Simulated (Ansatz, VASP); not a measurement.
Two plane-wave programs on NaScTe2

```
Na Te Sc
1.0
     4.26639    0.00000    0.00000
     0.00000    4.26639    0.00000
     0.00000    0.00000    5.83958
Na Te Sc
1 2 1
Cartesian
  0.0000 0.0000 0.0000
  0.0000 0.0000 2.9198
  2.1332 2.1332 0.0000
  2.1332 2.1332 2.9198
```

Alike in both runs: task single point; functional r2SCAN; k mesh 6 × 6 × 4; occupations fermi-dirac, width 0.02 eV; no spin polarisation.

```csv
,VASP,Ansatz
version,VASP 6.6.1,Ansatz 0.2.0
potentials or method,"VASP PAW PBE potentials, release 64 (Na_pv, Te, Sc_sv)","plane waves, PAW"
plane-wave cutoff (eV),520,500
valence electrons in the cell,30,52
```

```csv
,VASP,Ansatz,Ansatz less VASP
pressure (GPa),1.6,1.6,-0.07
```

VASP's potentials were made for PBE, not for r2SCAN. VASP's potentials hold 30 valence electrons a cell and Ansatz's 52, so a difference there can come from the potentials and not from the codes.

Neither program's run includes spin-orbit coupling.
